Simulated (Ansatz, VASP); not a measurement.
Two plane-wave programs on CuO

Contents of INCAR:

```
AGGAC = 1.0
AGGAX = 1.0
ALDAC = 0.0
ALDAX = 1.0
ALGO = Normal
EDIFF = 1E-7
EDIFFG = -0.01
ENCUT = 600
GGA = B5
IBRION = 2
ISIF = 3
ISMEAR = -1
LASPH = True
LCHARG = False
LREAL = False
LWAVE = False
NELM = 60
NSW = 60
PREC = Accurate
SIGMA = 0.05
```

Contents of KPOINTS:

```
k-points
0
Gamma
  9 9 5
```

Contents of POSCAR:

```
CuO
1.0
    2.8795009639      0.0000000000      0.0000000000
    0.0390727580      2.8792794796      0.0000000000
    0.0174953863      0.0172449008      5.1763391994
Cu O
2 2
Direct
    0.0000000000      0.5000000000      0.0000000000
    0.5000000000      0.0000000000      0.5000000000
    0.9984239700      0.0016717800      0.7498871000
    0.0015760300      0.9983282200      0.2501129000
```

File input.yaml:

```yaml
crystal:
  lattice:
    - [2.8795009639, 0.0, 0.0]
    - [0.039072758, 2.8792794796, 0.0]
    - [0.0174953863, 0.0172449008, 5.1763391994]
  atoms:
    - { symbol: Cu, position: [0.0, 0.5, 0.0] }
    - { symbol: Cu, position: [0.5, 0.0, 0.5] }
    - { symbol: O, position: [0.99842397, 0.00167178, 0.7498871] }
    - { symbol: O, position: [0.00157603, 0.99832822, 0.2501129] }
hamiltonian:
  xc: blyp
  pseudopotentials: { kind: paw }
kpoints:
  mp_grid: { grid: [9, 9, 5] }
scf:
  occupations: { method: fermi_dirac, width: 0.05 }
output:
  forces: true
  stress: true
  eigenvalues: true
relax:
  f_tol: 0.01
  max_steps: 40
  cell: { stress_tol: 0.05 }
```

Alike in both runs: task relaxation of cell and atoms; functional BLYP; k mesh 9 × 9 × 5; occupations fermi-dirac, width 0.05 eV; no spin polarisation.

|  | VASP | Ansatz |
| --- | --- | --- |
| version | VASP 6.6.1 | Ansatz 0.2.0 |
| potentials or method | VASP PAW PBE potentials, release 64 (Cu, O) | Ansatz PAW |
| plane-wave cutoff (eV) | 600 | 420 |
| valence electrons in the cell | 34 | 50 |

|  | VASP | Ansatz | Ansatz less VASP |
| --- | --- | --- | --- |
| gap on the k mesh at the Fermi level, each at its own relaxed structure (eV) | none | none | - |
| relaxed volume (Å³/atom) | 11.70 | 11.65 | -0.055 |
| relaxed cell length with the largest relative difference (Å) | 5.206 | 5.196 | -0.0096 |

VASP's potentials were made for PBE, not for BLYP. A gap of «none» marks a metal or a gap that the smearing closes. VASP's potentials hold 34 valence electrons a cell and Ansatz's 50, so a difference there can come from the potentials and not from the codes.

Noted on Ansatz's run: the plane-wave basis is chosen anew once the cell has moved, so the energies of steps on either side of that aren't comparable.
